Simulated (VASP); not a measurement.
# Si3Ge (P-4m2) in VASP: further runs, part 2 of 2

VASP 6.6.1. Earlier steps stand in the parts before.

**4. Single point, PBE**

This run uses another cell than the first one, of 21.17 Å³/atom.

INCAR reads:

```
ALGO = Normal
EDIFF = 1E-6
ENCUT = 520
GGA = PE
ISIF = 2
ISMEAR = 0
LASPH = T
LCHARG = F
LREAL = F
LWAVE = F
NBANDS = 21
NELM = 100
PREC = Accurate
SIGMA = 0.02
```

KPOINTS reads:

```
k-points
0
Gamma
  10 10 6
```

POSCAR reads:

```
Si3Ge
1.0
    3.9123760734      0.0000000000      0.0000000000
    0.0000000000      3.9123760734      0.0000000000
    0.0000000000      0.0000000000      5.5320638193
Si Ge
3 1
Direct
    0.5000000000      0.5000000000      0.0000000000
    0.0000000000      0.5000000000      0.7558713849
    0.5000000000      0.0000000000      0.2441286151
    0.0000000000      0.0000000000      0.5000000000
```

Potentials or basis: VASP PAW PBE potentials, release 64 (Si, Ge_d).

Started as:

```
$ cat potpaw_PBE.64/Si/POTCAR potpaw_PBE.64/Ge_d/POTCAR > POTCAR
$ mpirun -np 1 vasp_std > vasp.out
```

OUTCAR:

```text
EDIFF = 1E-6
   ENCUT = 520
   GGA = PE
   ISIF = 2
   ISMEAR = 0
   LASPH = T
   LREAL = F
   NELM = 100
   PREC = Accurate

 ion  position               nearest neighbor table
   1  0.500  0.500  0.000-   2 2.38   3 2.38   3 2.38   2 2.38
   2  0.000  0.500  0.756-   1 2.38   1 2.38   4 2.41   4 2.41
   3  0.500  0.000  0.244-   1 2.38   1 2.38   4 2.41   4 2.41
   4  0.000  0.000  0.500-   2 2.41   3 2.41   2 2.41   3 2.41

  LATTYP: Found a simple tetragonal cell.
 ALAT       =     3.9123760734
 C/A-ratio  =     1.4139908116

  Lattice vectors:

 A1 = (   3.9123760734,   0.0000000000,   0.0000000000)
 A2 = (   0.0000000000,   3.9123760734,   0.0000000000)
 A3 = (   0.0000000000,   0.0000000000,   5.5320638193)

Analysis of symmetry for initial positions (statically):
=====================================================================
 Subroutine PRICEL returns:
 Original cell was already a primitive cell.

 Routine SETGRP: Setting up the symmetry group for a
 simple tetragonal supercell.

 Subroutine GETGRP returns: Found  8 space group operations
 (whereof  8 operations were pure point group operations)
 out of a pool of 16 trial point group operations.

The static configuration has the point symmetry D_2d.

Analysis of symmetry for dynamics (positions and initial velocities):
=====================================================================
 Subroutine PRICEL returns:
 Original cell was already a primitive cell.

 Routine SETGRP: Setting up the symmetry group for a
 simple tetragonal supercell.

 Subroutine GETGRP returns: Found  8 space group operations
 (whereof  8 operations were pure point group operations)
[... 119 lines left out ...]
   EMIN   =  10.00;   EMAX   =-10.00  energy-range for DOS
   EFERMI =   0.00;   METHOD = LEGACY
   ISMEAR =     0;   SIGMA  =   0.02  broadening in eV -4-tet -1-fermi 0-gaus
   EFERMI_NEDOS =   21; number of points for ismear=-14 and -15
   IALGO  =     38    algorithm
   IMIX   =      4    mixing-type and parameters
     AMIX     =   0.40;   BMIX     =  1.00
     AMIX_MAG =   1.60;   BMIX_MAG =  1.00
  volume/ion in A,a.u.               =      21.17       142.86
  Fermi-wavevector in a.u.,A,eV,Ry     =   1.104443  2.087094 16.596298  1.219793
  Thomas-Fermi vector in A             =   2.240915
   LORBIT       =      0    0 simple, 1 ext, 2 COOP (PROOUT), +10 PAW based schemes
   GGA     = PE    functional components
   LHFCALC =     F    Hartree Fock is set to
   AEXX    =    0.0000 exact exchange contribution
   IVDW    =     0    specifies the selected vdW correction
   LEPSILON=     F    determine dielectric tensor
   LRPA    =     F    only Hartree local field effects (RPA)
 non-spin polarized calculation
 Gauss-broadening in eV      SIGMA  =   0.02
  energy-cutoff  :      520.00
  volume of cell :       84.68
 maximum number of plane-waves:      2316
 NGX is ok and might be reduce to    30
   NGX = 15   NGY = 15   NGZ = 21

 number of electron      26.0000024 magnetization

 Free energy of the ion-electron system (eV)
  ---------------------------------------------------
  ext. energy  EPLUGINS =         0.00000000
  ---------------------------------------------------
  free energy    TOTEN  =       -20.73545556 eV

  energy without entropy =      -20.73545556  energy(sigma->0) =      -20.73545556

 E-fermi :   5.5227     XC(G=0):  -9.4571

 val. band max:        5.3700589127   @ k =   0.0000   0.0000   0.0000
 cond. band min:       5.7535667027   @ k =   0.5000   0.5000   0.0000
 fundamental gap:      0.3835077900
 Fermi energy:         5.5227224930

 k-point     1 :       0.0000    0.0000    0.0000
  band No.  band energies     occupation
      1     -18.8433      2.00000
      2     -18.8335      2.00000
      3     -18.8335      2.00000
      4     -18.8135      2.00000
      5     -18.8108      2.00000
      6      -6.6572      2.00000
[... 565 lines left out ...]
     20      12.1238      0.00000
     21      12.2205      0.00000

 [... further k-points ...]

------------------------ aborting loop because EDIFF is reached ----------------------------------------

  FORCE on cell =-STRESS in cart. coord.  units (eV):
  Direction    XX          YY          ZZ          XY          YZ          ZX
  --------------------------------------------------------------------------------------
  -------------------------------------------------------------------------------------
  Total       -0.0540441     -0.0540441     -0.0549522      0.0000000      0.0000000      0.0000000
  in kB       -1.0225640     -1.0225640     -1.0397456      0.0000000      0.0000000      0.0000000
  external PRESSURE =      -1.0282912 kB  Pullay stress =       0.0000000 kB

 VOLUME and BASIS-vectors are now :
 -----------------------------------------------------------------------------
  energy-cutoff  :      520.00
  volume of cell :       84.68
      direct lattice vectors                 reciprocal lattice vectors
     3.912376073  0.000000000  0.000000000     0.255599150  0.000000000  0.000000000
     0.000000000  3.912376073  0.000000000     0.000000000  0.255599150  0.000000000
     0.000000000  0.000000000  5.532063819     0.000000000  0.000000000  0.180764364

 POSITION                                       TOTAL-FORCE (eV/Angst)
 -----------------------------------------------------------------------------------
      1.95619      1.95619      0.00000         0.000000     -0.000000      0.000000
      0.00000      1.95619      4.18153         0.000000      0.000000     -0.000850
      1.95619      0.00000      1.35054         0.000000      0.000000      0.000850
      0.00000      0.00000      2.76603        -0.000000      0.000000      0.000000
 -----------------------------------------------------------------------------------
    total drift:                                0.000000      0.000000     -0.000000

  FREE ENERGIE OF THE ION-ELECTRON SYSTEM (eV)
  ---------------------------------------------------
  free  energy   TOTEN  =       -20.7354555553 eV

  energy  without entropy=      -20.7354555553  energy(sigma->0) =      -20.73545556
```

OSZICAR:

```text
N       E                     dE             d eps       ncg     rms          rms(c)
DAV:   1     0.156945372462E+03    0.15695E+03   -0.11981E+04  4150   0.194E+03
DAV:   2     0.787247287538E+00   -0.15616E+03   -0.14841E+03  3813   0.501E+02
DAV:   3    -0.202375520471E+02   -0.21025E+02   -0.20819E+02  4261   0.106E+02
DAV:   4    -0.210009667708E+02   -0.76341E+00   -0.76282E+00  4341   0.213E+01
DAV:   5    -0.210188786106E+02   -0.17912E-01   -0.17911E-01  4487   0.366E+00    0.611E+00
DAV:   6    -0.208234205402E+02    0.19546E+00   -0.10126E-01  4194   0.192E+00    0.369E+00
DAV:   7    -0.207323992378E+02    0.91021E-01   -0.19672E-01  3924   0.233E+00    0.234E-01
DAV:   8    -0.207344969975E+02   -0.20978E-02   -0.14726E-02  4257   0.101E+00    0.142E-01
DAV:   9    -0.207353416335E+02   -0.84464E-03   -0.16520E-03  4105   0.267E-01    0.808E-02
DAV:  10    -0.207354012899E+02   -0.59656E-04   -0.87219E-05  4431   0.639E-02    0.443E-02
DAV:  11    -0.207354557747E+02   -0.54485E-04   -0.96771E-05  3893   0.548E-02    0.160E-02
DAV:  12    -0.207354555553E+02    0.21942E-06   -0.27537E-06  4287   0.163E-02
   1 F= -.20735456E+02 E0= -.20735456E+02  d E =-.186630E-29
```

stdout:

```text
POSCAR found type information on POSCAR SiGe
 POSCAR found :  2 types and       4 ions
 scaLAPACK will be used
 LDA part: xc-table for (Slater+PW92), standard interpolation
 POSCAR, INCAR and KPOINTS ok, starting setup
 FFT: planning ... GRIDC
 FFT: planning ... GRID_SOFT
 FFT: planning ... GRID
 WAVECAR not read
 entering main loop
```

It took 86 s on 1 thread of Intel Xeon Platinum 8375C at 2.90GHz (Ice Lake), shared host; peak memory 0.27 GiB.

Results:

- Free energy: -20.7355 eV
- Pressure: -0.1 GPa
- Band gap on the k mesh: 0.38 eV (least direct gap 0.68 eV)

Levels at points of the mesh, in eV from the valence-band top:
```
           k point  band 10  band 11  band 12  band 13  band 14  band 15  band 16  band 17
(0.00, 0.00, 0.00)    -2.87    -0.05     0.00     0.00     0.68     0.84     2.24     2.53
(0.50, 0.00, 0.00)    -3.73    -3.65    -1.51    -1.21     2.14     2.53     4.59     4.76
(0.50, 0.50, 0.00)    -2.92    -2.85    -2.85    -2.79     0.38     0.84     0.84     1.01
(0.00, 0.00, 0.50)    -2.04    -2.04    -1.75    -1.75     0.93     1.26     3.07     3.17
(0.50, 0.00, 0.50)    -1.42    -1.26    -1.22    -1.06     0.89     1.33     3.21     3.34
(0.50, 0.50, 0.50)    -3.79    -3.79    -3.79    -3.72     4.17     4.35     4.35     4.52
```

A k mesh can miss the band edges.

**5. Single point, PBE**

This run uses another cell than the first one, of 21.17 Å³/atom.

INCAR reads:

```
SYSTEM = Si3Ge
ALGO = Normal ; EDIFF = 1E-6
ENCUT = 520 ; GGA = PE
ISIF = 2 ; ISMEAR = 0
LASPH = .True. ; LCHARG = .False.
LREAL = .False. ; LWAVE = .False.
NBANDS = 21 ; NELM = 80
PREC = Accurate ; SIGMA = 0.02
```

KPOINTS reads:

```
k-points
0
Gamma
  10 10 6
  0 0 0
```

POSCAR is that of step 4.

Potentials or basis: VASP PAW PBE potentials, release 64 (Si, Ge_d).

Started as:

```
$ cat potpaw_PBE.64/Si/POTCAR potpaw_PBE.64/Ge_d/POTCAR > POTCAR
$ mpirun -np 1 vasp_std > vasp.out
```

OUTCAR:

```text
SYSTEM = Si3Ge
   EDIFF = 1E-6
   ENCUT = 520
   GGA = PE
   ISIF = 2
   ISMEAR = 0
   LASPH = .True.
   LREAL = .False.
   NELM = 80
   PREC = Accurate

 ion  position               nearest neighbor table
   1  0.500  0.500  0.000-   2 2.38   3 2.38   3 2.38   2 2.38
   2  0.000  0.500  0.756-   1 2.38   1 2.38   4 2.41   4 2.41
   3  0.500  0.000  0.244-   1 2.38   1 2.38   4 2.41   4 2.41
   4  0.000  0.000  0.500-   2 2.41   3 2.41   2 2.41   3 2.41

  LATTYP: Found a simple tetragonal cell.
 ALAT       =     3.9123760734
 C/A-ratio  =     1.4139908116

  Lattice vectors:

 A1 = (   3.9123760734,   0.0000000000,   0.0000000000)
 A2 = (   0.0000000000,   3.9123760734,   0.0000000000)
 A3 = (   0.0000000000,   0.0000000000,   5.5320638193)

Analysis of symmetry for initial positions (statically):
=====================================================================
 Subroutine PRICEL returns:
 Original cell was already a primitive cell.

 Routine SETGRP: Setting up the symmetry group for a
 simple tetragonal supercell.

 Subroutine GETGRP returns: Found  8 space group operations
 (whereof  8 operations were pure point group operations)
 out of a pool of 16 trial point group operations.

The static configuration has the point symmetry D_2d.

Analysis of symmetry for dynamics (positions and initial velocities):
=====================================================================
 Subroutine PRICEL returns:
 Original cell was already a primitive cell.

 Routine SETGRP: Setting up the symmetry group for a
 simple tetragonal supercell.

 Subroutine GETGRP returns: Found  8 space group operations
 (whereof  8 operations were pure point group operations)
 out of a pool of 16 trial point group operations.
[... 119 lines left out ...]
   EFERMI =   0.00;   METHOD = LEGACY
   ISMEAR =     0;   SIGMA  =   0.02  broadening in eV -4-tet -1-fermi 0-gaus
   EFERMI_NEDOS =   21; number of points for ismear=-14 and -15
   IALGO  =     38    algorithm
   IMIX   =      4    mixing-type and parameters
     AMIX     =   0.40;   BMIX     =  1.00
     AMIX_MAG =   1.60;   BMIX_MAG =  1.00
  volume/ion in A,a.u.               =      21.17       142.86
  Fermi-wavevector in a.u.,A,eV,Ry     =   1.104443  2.087094 16.596298  1.219793
  Thomas-Fermi vector in A             =   2.240915
   LORBIT       =      0    0 simple, 1 ext, 2 COOP (PROOUT), +10 PAW based schemes
   GGA     = PE    functional components
   LHFCALC =     F    Hartree Fock is set to
   AEXX    =    0.0000 exact exchange contribution
   IVDW    =     0    specifies the selected vdW correction
   LEPSILON=     F    determine dielectric tensor
   LRPA    =     F    only Hartree local field effects (RPA)
 non-spin polarized calculation
 Gauss-broadening in eV      SIGMA  =   0.02
  energy-cutoff  :      520.00
  volume of cell :       84.68
 maximum number of plane-waves:      2316
 NGX is ok and might be reduce to    30
   NGX = 15   NGY = 15   NGZ = 21

 number of electron      26.0000024 magnetization

 Free energy of the ion-electron system (eV)
  ---------------------------------------------------
  ext. energy  EPLUGINS =         0.00000000
  ---------------------------------------------------
  free energy    TOTEN  =       -20.73545556 eV

  energy without entropy =      -20.73545556  energy(sigma->0) =      -20.73545556

 E-fermi :   5.5227     XC(G=0):  -9.4571

 val. band max:        5.3700589127   @ k =   0.0000   0.0000   0.0000
 cond. band min:       5.7535667027   @ k =   0.5000   0.5000   0.0000
 fundamental gap:      0.3835077900
 Fermi energy:         5.5227224930

 k-point     1 :       0.0000    0.0000    0.0000
  band No.  band energies     occupation
      1     -18.8433      2.00000
      2     -18.8335      2.00000
      3     -18.8335      2.00000
      4     -18.8135      2.00000
      5     -18.8108      2.00000
      6      -6.6572      2.00000
[... 565 lines left out ...]
     20      12.1238      0.00000
     21      12.2205      0.00000

 [... further k-points ...]

------------------------ aborting loop because EDIFF is reached ----------------------------------------

  FORCE on cell =-STRESS in cart. coord.  units (eV):
  Direction    XX          YY          ZZ          XY          YZ          ZX
  --------------------------------------------------------------------------------------
  -------------------------------------------------------------------------------------
  Total       -0.0540441     -0.0540441     -0.0549522      0.0000000      0.0000000      0.0000000
  in kB       -1.0225640     -1.0225640     -1.0397456      0.0000000      0.0000000      0.0000000
  external PRESSURE =      -1.0282912 kB  Pullay stress =       0.0000000 kB

 VOLUME and BASIS-vectors are now :
 -----------------------------------------------------------------------------
  energy-cutoff  :      520.00
  volume of cell :       84.68
      direct lattice vectors                 reciprocal lattice vectors
     3.912376073  0.000000000  0.000000000     0.255599150  0.000000000  0.000000000
     0.000000000  3.912376073  0.000000000     0.000000000  0.255599150  0.000000000
     0.000000000  0.000000000  5.532063819     0.000000000  0.000000000  0.180764364

 POSITION                                       TOTAL-FORCE (eV/Angst)
 -----------------------------------------------------------------------------------
      1.95619      1.95619      0.00000         0.000000     -0.000000      0.000000
      0.00000      1.95619      4.18153         0.000000      0.000000     -0.000850
      1.95619      0.00000      1.35054         0.000000      0.000000      0.000850
      0.00000      0.00000      2.76603        -0.000000      0.000000      0.000000
 -----------------------------------------------------------------------------------
    total drift:                                0.000000      0.000000     -0.000000

  FREE ENERGIE OF THE ION-ELECTRON SYSTEM (eV)
  ---------------------------------------------------
  free  energy   TOTEN  =       -20.7354555553 eV

  energy  without entropy=      -20.7354555553  energy(sigma->0) =      -20.73545556
```

OSZICAR:

```text
N       E                     dE             d eps       ncg     rms          rms(c)
DAV:   1     0.156945372462E+03    0.15695E+03   -0.11981E+04  4150   0.194E+03
DAV:   2     0.787247287538E+00   -0.15616E+03   -0.14841E+03  3813   0.501E+02
DAV:   3    -0.202375520471E+02   -0.21025E+02   -0.20819E+02  4261   0.106E+02
DAV:   4    -0.210009667708E+02   -0.76341E+00   -0.76282E+00  4341   0.213E+01
DAV:   5    -0.210188786106E+02   -0.17912E-01   -0.17911E-01  4487   0.366E+00    0.611E+00
DAV:   6    -0.208234205402E+02    0.19546E+00   -0.10126E-01  4194   0.192E+00    0.369E+00
DAV:   7    -0.207323992378E+02    0.91021E-01   -0.19672E-01  3924   0.233E+00    0.234E-01
DAV:   8    -0.207344969975E+02   -0.20978E-02   -0.14726E-02  4257   0.101E+00    0.142E-01
DAV:   9    -0.207353416335E+02   -0.84464E-03   -0.16520E-03  4105   0.267E-01    0.808E-02
DAV:  10    -0.207354012899E+02   -0.59656E-04   -0.87219E-05  4431   0.639E-02    0.443E-02
DAV:  11    -0.207354557747E+02   -0.54485E-04   -0.96771E-05  3893   0.548E-02    0.160E-02
DAV:  12    -0.207354555553E+02    0.21942E-06   -0.27537E-06  4287   0.163E-02
   1 F= -.20735456E+02 E0= -.20735456E+02  d E =-.186630E-29
```

Run time: 80 s. Hardware: 1 thread of Intel Xeon Platinum 8375C at 2.90GHz (Ice Lake), shared host; peak memory 0.27 GiB.

Results:

- Free energy: -20.7355 eV
- Pressure: -0.1 GPa
- Band gap on the k mesh: 0.38 eV (least direct gap 0.68 eV)

A k mesh can miss the band edges.

**6. Summary**

| cell | gap on the mesh (eV) | pressure (GPa) |
| --- | --- | --- |
| a = 3.833, b = 3.833, c = 5.418 Å, 4 atoms | 0.26 | 5.7 |
| a = 3.873, b = 3.873, c = 5.476 Å, 4 atoms | 0.32 | 2.5 |
| a = 3.912, b = 3.912, c = 5.532 Å, 4 atoms | 0.38 | -0.1 |

Alike in all rows: task single point; level PBE; potentials or basis VASP PAW PBE potentials, release 64 (Si, Ge_d); no spin polarisation; k mesh 10 × 10 × 6; cutoff (eV) 520; smearing gaussian 0.02 eV.

Caveats: the cell stands under pressure (at least some runs).

Total energies depend on the potentials used, so only differences within one code and one set of settings carry meaning.
